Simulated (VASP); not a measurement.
A run of VASP 6.6.1 is set up as follows.

The input POSCAR:

```
Ti
1.0
   -1.5446001272      1.5446001272      1.5852474989
    1.5446001272     -1.5446001272      1.5852474989
    1.5446001272      1.5446001272     -1.5852474989
Ti
1
Direct
    0.0000000000      0.0000000000      0.0000000000
```

The input INCAR.step1:

```
PREC = Accurate
ENCUT = 520
ISMEAR = 0
SIGMA = 0.15
LREAL = F
LASPH = T
NELM = 60
NBANDS = 12
GGA = PE
ALGO = Normal
EDIFF = 1E-4
LWAVE = T
LCHARG = F
```

The input INCAR.step2:

```
PREC = Accurate
ENCUT = 520
EDIFF = 1E-7
ISMEAR = 0
SIGMA = 0.15
LREAL = F
LASPH = T
NELM = 60
ALGO = Normal
ISIF = 2
LWAVE = F
LCHARG = T
METAGGA = R2SCAN
LMIXTAU = T
LELF = T
LVHAR = T
NBANDS = 12
ISTART = 1
```

File KPOINTS:

```
Automatic mesh
0
Gamma
  26 26 26
```

Potentials or basis: VASP PAW PBE potentials, release 64 (Ti_sv).

Run with:

```bash
$ cat potpaw_PBE.64/Ti_sv/POTCAR > POTCAR
$ cp INCAR.step1 INCAR
$ mpirun -np 1 vasp_std > vasp.out
$ cp INCAR.step2 INCAR
$ mpirun -np 1 vasp_std > vasp.out
```

Estimate the pressure.

18.2 GPa.

Predict the band gap on the k mesh.

zero (bands 6 and 7 overlap by 1.98 eV).

Stress tensor (GPa, compression positive):
```
18.00  0.00  0.00
 0.00 18.00  0.00
 0.00  0.00 18.55
```

Caveat: the cell differs from its parent crystal (strain -0.050 along x and y, -0.025 along z); the cell stands under pressure; the PAW data sets were made with another functional, which shifts forces and pressure a little.
